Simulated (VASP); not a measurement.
# BN: electric field gradients with PBEsol

The system is BN.

```
B N
1.0
     0.00000    1.80750    1.84365
     1.80750    0.00000    1.84365
     1.80750    1.80750    0.00000
B N
1 1
Cartesian
  0.0000 0.0000 0.0000
  2.7113 2.7113 2.7655
```

This cell differs from its parent crystal: zz strain of +2 %.

```
Program                : VASP 6.6.1
Task                   : electric field gradients
Functional             : PBEsol
Potentials or basis    : VASP PAW PBE potentials, release 64 (B, N)
Cutoff                 : 520 eV
k mesh                 : 13 × 13 × 13
Occupations            : fermi-dirac, width 0.03 eV
Spin                   : no spin polarisation
Dipole correction      : no
Further INCAR settings : ALGO = Normal; EDIFF = 1e-08; NBANDS = 11
```

| Property | Result |
| --- | --- |
| Pressure | -9.6 GPa |
| Band gap on the k mesh | 4.16 eV, indirect (least direct gap 8.56 eV) |

Stress tensor (GPa, compression positive):
```
 -5.55   0.00   0.00
  0.00  -5.55   0.00
  0.00   0.00 -17.66
```

Levels at points of the mesh, in eV from the valence-band top:
```csv
k point,band 2,band 3,band 4,band 5,band 6,band 7
"(0.00, 0.00, 0.00)",-0.20,0.00,0.00,8.56,8.56,8.70
```

Electric field gradients, principal values (V/Å²):
| atom | least | middle | greatest (by size) |
| --- | --- | --- | --- |
| 1 B | 0.345 | 0.345 | -0.691 |
| 2 N | -1.623 | -1.623 | 3.245 |

It took 25 s on 1 thread of AMD EPYC 7R43 64-Core Processor (Zen 3), on a shared host, peak memory 0.1 GiB.

Caveat: the cell differs from its parent crystal (zz strain of +2 %); without QUAD_EFG the Cq values of the log hold for a quadrupole moment of 1 mb, not for the nuclei; the PAW data sets were made with another functional, which shifts forces and pressure a little. A k mesh can miss the band edges.
